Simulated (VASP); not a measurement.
# La4HfO (F-43m) in VASP: a series of runs, part 2 of 2

VASP 6.6.1. Earlier steps stand in the parts before.

## Step 3: Relaxation of cell and atoms, PBE

This run uses another cell than the first one, of 23.65 Å³/atom, 0.789 times its volume.

INCAR

```
SYSTEM = La4HfO
PREC = Accurate
ENCUT = 600
EDIFF = 1E-6
ISMEAR = 0
SIGMA = 0.1
LREAL = .FALSE.
LASPH = .TRUE.
NELM = 80
ALGO = Normal
ISIF = 3
LWAVE = .FALSE.
LCHARG = .FALSE.
GGA = PE
IBRION = 2
NSW = 90
EDIFFG = -0.04
```

KPOINTS

```
Automatic mesh
0
G
  4 4 4
  0 0 0
```

POSCAR

```
La4HfO
1.0
    0.0000000000      4.1400312800      4.1400312800
    4.1400312800      0.0000000000      4.1400312800
    4.1400312800      4.1400312800      0.0000000000
La Hf O
4 1 1
Direct
    0.6253180000      0.6253180000      0.6253180000
    0.6253180000      0.6253180000      0.1240460000
    0.6253180000      0.1240460000      0.6253180000
    0.1240460000      0.6253180000      0.6253180000
    0.2500000000      0.2500000000      0.2500000000
    0.0000000000      0.0000000000      0.0000000000
```

Potentials or basis: VASP PAW PBE potentials, release 64 (La, Hf_pv, O).

Run with:

```bash
> cat potpaw_PBE.64/La/POTCAR potpaw_PBE.64/Hf_pv/POTCAR potpaw_PBE.64/O/POTCAR > POTCAR
> mpirun -np 1 vasp_std > vasp.out
```

OUTCAR:

```text
SYSTEM = La4HfO
   PREC = Accurate
   ENCUT = 600
   EDIFF = 1E-6
   ISMEAR = 0
   LREAL = .FALSE.
   LASPH = .TRUE.
   NELM = 80
   ISIF = 3
   GGA = PE
   IBRION = 2
   NSW = 90
   EDIFFG = -0.04

 ion  position               nearest neighbor table
   1  0.625  0.625  0.625-   2 2.92   3 2.92   4 2.92   2 2.93   3 2.93   4 2.93   5 3.43   5 3.43
                             5 3.43
   2  0.625  0.625  0.124-   1 2.92   3 2.92   4 2.92   1 2.93   3 2.93   4 2.93   5 3.43   5 3.43
                             5 3.43
   3  0.625  0.124  0.625-   1 2.92   2 2.92   4 2.92   2 2.93   1 2.93   4 2.93   5 3.43   5 3.43
                             5 3.43
   4  0.124  0.625  0.625-   1 2.92   2 2.92   3 2.92   1 2.93   2 2.93   3 2.93   5 3.43   5 3.43
                             5 3.43
   5  0.250  0.250  0.250-   2 3.43   3 3.43   4 3.43   1 3.43   3 3.43   4 3.43   1 3.43   2 3.43
                             4 3.43   1 3.43   2 3.43   3 3.43
   6  0.000  0.000  0.000-

  LATTYP: Found a face centered cubic cell.
 ALAT       =     8.2800625600

  Lattice vectors:

 A1 = (   0.0000000000,   4.1400312800,   4.1400312800)
 A2 = (   4.1400312800,   0.0000000000,   4.1400312800)
 A3 = (   4.1400312800,   4.1400312800,   0.0000000000)

Analysis of symmetry for initial positions (statically):
=====================================================================
 Subroutine PRICEL returns:
 Original cell was already a primitive cell.

 Routine SETGRP: Setting up the symmetry group for a
 face centered cubic supercell.

 Subroutine GETGRP returns: Found 24 space group operations
 (whereof 24 operations were pure point group operations)
 out of a pool of 48 trial point group operations.

The static configuration has the point symmetry T_d .

Analysis of symmetry for dynamics (positions and initial velocities):
=====================================================================
 Subroutine PRICEL returns:
 Original cell was already a primitive cell.

 Routine SETGRP: Setting up the symmetry group for a
 face centered cubic supercell.

 Subroutine GETGRP returns: Found 24 space group operations
 (whereof 24 operations were pure point group operations)
 out of a pool of 48 trial point group operations.

The dynamic configuration has the point symmetry T_d .

 Subroutine INISYM returns: Found 24 space group operations
 (whereof 24 operations are pure point group operations),
 and found     1 'primitive' translations

----------------------------------------------------------------------------------------

                                     Primitive cell

  volume of cell :     141.9191

  direct lattice vectors                    reciprocal lattice vectors
     0.000000000  4.140031280  4.140031280    -0.120772034  0.120772034  0.120772034
     4.140031280  0.000000000  4.140031280     0.120772034 -0.120772034  0.120772034
     4.140031280  4.140031280  0.000000000     0.120772034  0.120772034 -0.120772034

  length of vectors
     5.854888385  5.854888385  5.854888385     0.209183300  0.209183300  0.209183300

  position of ions in fractional coordinates (direct lattice)
     0.625318000  0.625318000  0.625318000
     0.625318000  0.625318000  0.124046000
     0.625318000  0.124046000  0.625318000
     0.124046000  0.625318000  0.625318000
     0.250000000  0.250000000  0.250000000
     0.000000000  0.000000000  0.000000000

  ion indices of the primitive-cell ions
   primitive index   ion index
                 1           1
                 2           2
                 3           3
                 4           4
                 5           5
                 6           6

----------------------------------------------------------------------------------------

 KPOINTS: Automatic mesh

Automatic generation of k-mesh.
 Grid dimensions read from file:
 generate k-points for:    4    4    4

 Generating k-lattice:

  Cartesian coordinates                     Fractional coordinates (reciprocal lattice)
    -0.030193009  0.030193009  0.030193009     0.250000000  0.000000000  0.000000000
     0.030193009 -0.030193009  0.030193009     0.000000000  0.250000000  0.000000000
     0.030193009  0.030193009 -0.030193009     0.000000000  0.000000000  0.250000000

  Length of vectors
     0.052295825  0.052295825  0.052295825

  Shift w.r.t. Gamma in fractional coordinates (k-lattice)
     0.000000000  0.000000000  0.000000000

 Subroutine IBZKPT returns following result:
 ===========================================

 Found      8 irreducible k-points:

 Following reciprocal coordinates:
            Coordinates               Weight
  0.000000  0.000000  0.000000      1.000000
  0.250000  0.000000  0.000000      8.000000
  0.500000  0.000000  0.000000      4.000000
  0.250000  0.250000  0.000000      6.000000
  0.500000  0.250000  0.000000     24.000000
 -0.250000  0.250000  0.000000     12.000000
  0.500000  0.500000  0.000000      3.000000
 -0.250000  0.500000  0.250000      6.000000
   k-points           NKPTS =      8   k-points in BZ     NKDIM =      8   number of bands    NBANDS=     36
   number of dos      NEDOS =    301   number of ions     NIONS =      6
   total plane-waves  NPLWV = 110592
   dimension x,y,z NGX =    48 NGY =   48 NGZ =   48
   dimension x,y,z NGXF=    96 NGYF=   96 NGZF=   96
   ions per type =               4   1   1
   NGX,Y,Z   is equivalent  to a cutoff of  13.63, 13.63, 13.63 a.u.
   NGXF,Y,Z  is equivalent  to a cutoff of  27.26, 27.26, 27.26 a.u.
 SYSTEM =  La4HfO
   PREC   = accura    normal or accurate (medium, high low for compatibility)
   ISTART =      0    job   : 0-new  1-cont  2-samecut
   ICHARG =      2    charge: 1-file 2-atom 10-const
   ISPIN  =      1    spin polarized calculation?
   LNONCOLLINEAR =      F non collinear calculations
   LSORBIT =      F    spin-orbit coupling
   LASPH  =      T    aspherical Exc in radial PAW
   ENCUT  =  600.0 eV  44.10 Ry    6.64 a.u.  11.69 11.69 11.69*2*pi/ulx,y,z
   NELM   =     80;   NELMIN=  2; NELMDL= -5     # of ELM steps
   EDIFF  = 0.1E-05   stopping-criterion for ELM
   LREAL  =      F    real-space projection
   EDIFFG = -.4E-01   stopping-criterion for IOM
   NSW    =     90    number of steps for IOM
   IBRION =      2    ionic relax: 0-MD 1-quasi-New 2-CG
   NFREE  =      1    steps in history (QN), initial steepest desc. (CG)
   ISIF   =      3    stress and relaxation
   ISYM   =      2    0-nonsym 1-usesym 2-fastsym
   POTIM  = 0.5000    time-step for ionic-motion
   TEBEG  =    0.0;   TEEND  =   0.0 temperature during run
   PSTRESS=    0.0 pullay stress
   NELECT =      60.0000    total number of electrons
   NUPDOWN=      -1.0000    fix difference up-down
   EMIN   =  10.00;   EMAX   =-10.00  energy-range for DOS
   EFERMI =   0.00;   METHOD = LEGACY
   ISMEAR =     0;   SIGMA  =   0.10  broadening in eV -4-tet -1-fermi 0-gaus
   EFERMI_NEDOS =   21; number of points for ismear=-14 and -15
   IALGO  =     38    algorithm
   IMIX   =      4    mixing-type and parameters
     AMIX     =   0.40;   BMIX     =  1.00
     AMIX_MAG =   1.60;   BMIX_MAG =  1.00
  volume/ion in A,a.u.               =      23.65       159.62
  Fermi-wavevector in a.u.,A,eV,Ry     =   1.228697  2.321902 20.540681  1.509697
  Thomas-Fermi vector in A             =   2.363613
   LORBIT       =      0    0 simple, 1 ext, 2 COOP (PROOUT), +10 PAW based schemes
   GGA     = PE    functional components
   LHFCALC =     F    Hartree Fock is set to
   AEXX    =    0.0000 exact exchange contribution
   IVDW    =     0    specifies the selected vdW correction
   LEPSILON=     F    determine dielectric tensor
   LRPA    =     F    only Hartree local field effects (RPA)
 conjugate gradient relaxation of ions
 non-spin polarized calculation
 Gauss-broadening in eV      SIGMA  =   0.10
  energy-cutoff  :      600.00
  volume of cell :      141.92
 maximum number of plane-waves:      4766
 NGX is ok and might be reduce to    48
   NGX = 23   NGY = 23   NGZ = 23

--------------------------------------- Ionic step        1  -------------------------------------------

 number of electron      59.9999999 magnetization

 Free energy of the ion-electron system (eV)
  ---------------------------------------------------
  ext. energy  EPLUGINS =         0.00000000
  ---------------------------------------------------
  free energy    TOTEN  =       -28.81695065 eV

  energy without entropy =      -28.77630541  energy(sigma->0) =      -28.79662803

 E-fermi :   9.2455     XC(G=0): -10.7294

 val. band max:        9.2070495898   @ k =  -0.2500   0.5000   0.2500
 cond. band min:       9.2569870374   @ k =   0.2500   0.0000   0.0000
 fundamental gap:      0.0499374476
 Fermi energy:         9.2455127498

 k-point     1 :       0.0000    0.0000    0.0000
  band No.  band energies     occupation
      1     -24.1409      2.00000
      2     -22.5819      2.00000
      3     -22.5819      2.00000
      4     -22.5819      2.00000
      5     -21.6139      2.00000
      6     -21.6139      2.00000
[... 378 lines left out ...]
  energy  without entropy=      -29.9552847224  energy(sigma->0) =      -29.98354277

--------------------------------------- Ionic step        3  -------------------------------------------

 number of electron      59.9999998 magnetization

 Free energy of the ion-electron system (eV)
  ---------------------------------------------------
  ext. energy  EPLUGINS =         0.00000000
  ---------------------------------------------------
  free energy    TOTEN  =       -30.01853416 eV

  energy without entropy =      -29.96421942  energy(sigma->0) =      -29.99137679

 E-fermi :   6.8195     XC(G=0):  -9.6932

 val. band max:        6.8069333741   @ k =   0.2500   0.2500   0.0000
 cond. band min:       6.8516699886   @ k =   0.5000   0.2500   0.0000
 fundamental gap:      0.0447366145
 Fermi energy:         6.8194947690

 k-point     1 :       0.0000    0.0000    0.0000
  band No.  band energies     occupation
      1     -26.2070      2.00000
      2     -25.4425      2.00000
      3     -25.4425      2.00000
      4     -25.4425      2.00000
      5     -24.5761      2.00000
      6     -24.5761      2.00000
[... 334 lines left out ...]
  FREE ENERGIE OF THE ION-ELECTRON SYSTEM (eV)
  ---------------------------------------------------
  free  energy   TOTEN  =       -30.0185341581 eV

  energy  without entropy=      -29.9642194158  energy(sigma->0) =      -29.99137679

 reached required accuracy - stopping structural energy minimisation
```

Wall time 6 min (1 thread of Intel Xeon Platinum 8488C (Sapphire Rapids), shared host); peak memory 0.37 GiB.

What came out:

```
Free energy                            : -30.0185 eV
Relaxed volume                         : 29.91 Å³/atom
Relaxed cell                           : a = 6.331 Å, b = 6.331 Å, c = 6.331 Å, α = 60.00°, β = 60.00°, γ = 60.00°
Space group after relaxing (to 0.05 Å) : F-43m (No. 216)
Energy gained by relaxing              : 200.3 meV/atom
Ionic steps                            : 3
Pressure after relaxing                : 0.1 GPa
Largest force after relaxing           : 0.020 eV/Å
Band gap on the k mesh                 : zero (band 30 reaches 6.85 eV, above the bottom of band 31 at 6.68 eV)
```

Forces in eV/Å, atoms in the order of the input:
```
La  -0.011 -0.011 -0.011
La   0.011  0.011 -0.011
La   0.011 -0.011  0.011
La  -0.011  0.011  0.011
Hf   0.000  0.000  0.000
O    0.000  0.000  0.000
```

The path:
```csv
step,energy change (eV),largest force (eV/Å),pressure (GPa),volume (Å³)
1,0.0000,0.2381,12.55,141.92
2,-1.1949,0.0253,-0.60,183.49
3,-1.2016,0.0195,0.08,179.43
```

Final structure:
```
La Hf O
1.0
     0.00000    4.47670    4.47670
     4.47670    0.00000    4.47670
     4.47670    4.47670    0.00000
La Hf O
4 1 1
Cartesian
  5.5921 5.5921 5.5921
  3.3613 3.3613 5.5921
  3.3613 5.5921 3.3613
  5.5921 3.3613 3.3613
  2.2383 2.2383 2.2383
  0.0000 0.0000 0.0000
```

Caveat: the volume moved by over 15 % at a fixed basis, so the end points are rough; spin-orbit coupling is left out, which moves the levels of the heavy elements.
